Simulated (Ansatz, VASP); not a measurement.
**Two plane-wave programs on ScRu3**

File INCAR:

```
PREC = Accurate ; ENCUT = 600
EDIFF = 1E-7 ; ISMEAR = -1
SIGMA = 0.05 ; LREAL = F
LASPH = T ; NELM = 60
ALGO = Normal ; ISIF = 3
LWAVE = F ; LCHARG = F
GGA = PS ; IBRION = 2
NSW = 60 ; EDIFFG = -0.01
```

The input KPOINTS:

```
regular mesh
0
Gamma
  7 7 7
```

The input POSCAR:

```
ScRu3
1.0
    3.9384370000      0.0000000000      0.0000000000
    0.0000000000      3.9384370000      0.0000000000
    0.0000000000      0.0000000000      3.9384370000
Ru Sc
3 1
Direct
    0.5000000000      0.5000000000      0.0000000000
    0.5000000000      0.0000000000      0.5000000000
    0.0000000000      0.5000000000      0.5000000000
    0.0000000000      0.0000000000      0.0000000000
```

The input input.yaml:

```yaml
crystal:
  lattice:
    - [3.938437, 0.0, 0.0]
    - [0.0, 3.938437, 0.0]
    - [0.0, 0.0, 3.938437]
  atoms:
    - { symbol: Ru, position: [0.5, 0.5, 0.0] }
    - { symbol: Ru, position: [0.5, 0.0, 0.5] }
    - { symbol: Ru, position: [0.0, 0.5, 0.5] }
    - { symbol: Sc, position: [0.0, 0.0, 0.0] }
hamiltonian:
  xc: pbesol
  pseudopotentials: { kind: paw }
kpoints:
  mp_grid: { grid: [7, 7, 7] }
scf:
  occupations: { method: fermi_dirac, width: 0.05 }
output:
  forces: true
  stress: true
  eigenvalues: true
relax:
  f_tol: 0.01
  max_steps: 40
  cell: { stress_tol: 0.05 }
```

Alike in both runs: task relaxation of cell and atoms; functional PBEsol; k mesh 7 × 7 × 7; occupations fermi-dirac, width 0.05 eV; no spin polarisation.

|  | VASP | Ansatz |
| --- | --- | --- |
| version | VASP 6.6.1 | Ansatz 0.2.0 |
| potentials or method | VASP PAW PBE potentials, release 64 (Ru_pv, Sc_sv) | Ansatz PAW |
| plane-wave cutoff (eV) | 600 | 420 |
| valence electrons in the cell | 53 | 59 |

|  | VASP | Ansatz | Ansatz less VASP |
| --- | --- | --- | --- |
| gap on the k mesh at the Fermi level, each at its own relaxed structure (eV) | none | none | - |
| relaxed volume (Å³/atom) | 14.59 | 14.58 | -0.019 |
| relaxed cell length with the largest relative difference (Å) | 3.879 | 3.878 | -0.0017 |

VASP's potentials were made for PBE, not for PBEsol. A gap of «none» marks a metal or a gap that the smearing closes. VASP's potentials hold 53 valence electrons a cell and Ansatz's 59, so a difference there can come from the potentials and not from the codes.

Noted on Ansatz's run: the plane-wave basis is chosen anew once the cell has moved, so the energies of steps on either side of that aren't comparable.
